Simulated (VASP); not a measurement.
The system is Al3C2.

```
Al C
1.0
     3.03102    0.00000    0.00000
    -1.51551    2.62494    0.00000
     0.00000    0.00000   14.68819
Al C
6 4
Direct
  0.33333 0.66667 0.91768
  0.66667 0.33333 0.41768
  0.33333 0.66667 0.58232
  0.66667 0.33333 0.08232
  0.33333 0.66667 0.75000
  0.66667 0.33333 0.25000
  0.33333 0.66667 0.15847
  0.66667 0.33333 0.65847
  0.33333 0.66667 0.34153
  0.66667 0.33333 0.84153
```

The cell was built from a structure type or drawn by symmetry, and may not be a known phase.

```yaml
Program: VASP 6.6.1
Task: relaxation of cell and atoms
Functional: PBE
Potentials_or_basis: VASP PAW PBE potentials, release 64 (Al, C)
Cutoff: 600 eV
k_mesh: 12 × 12 × 4
Occupations: gaussian, width 0.1 eV
Spin: no spin polarisation
```

At the start: pressure -0.1 GPa; volume 11.69 Å³/atom.

Task: How do energy, volume and symmetry change on relaxing?

Result: Over 8 steps the energy falls by 4.1 meV/atom and the volume is 11.72 Å³/atom (+0.3 %); space group P6_3/mmc (No. 194, to 0.1 Å) before and after.

The path:
| step | energy change (eV) | largest force (eV/Å) | pressure (GPa) | volume (Å³) |
| --- | --- | --- | --- | --- |
| 1 | 0.0000 | 0.2756 | -0.06 | 116.86 |
| 2 | -0.0376 | 0.0781 | 0.84 | 116.78 |
| 3 | -0.0376 | 0.0899 | 0.86 | 116.78 |
| 4 | -0.0401 | 0.0231 | -0.51 | 117.84 |
| 5 | -0.0406 | 0.0417 | -0.13 | 117.54 |
| 6 | -0.0410 | 0.0279 | -0.09 | 117.44 |
| 7 | -0.0414 | 0.0178 | 0.01 | 117.22 |
| 8 | -0.0414 | 0.0092 | 0.03 | 117.20 |

Final structure:
```
CELL_PARAMETERS angstrom
3.06065 0.00000 0.00000
-1.53032 2.65060 0.00000
0.00000 0.00000 14.44662
ATOMIC_POSITIONS crystal
Al 0.33333 0.66667 0.91736
Al 0.66667 0.33333 0.41736
Al 0.33333 0.66667 0.58264
Al 0.66667 0.33333 0.08264
Al 0.33333 0.66667 0.75000
Al 0.66667 0.33333 0.25000
C 0.33333 0.66667 0.15849
C 0.66667 0.33333 0.65849
C 0.33333 0.66667 0.34151
C 0.66667 0.33333 0.84151
```
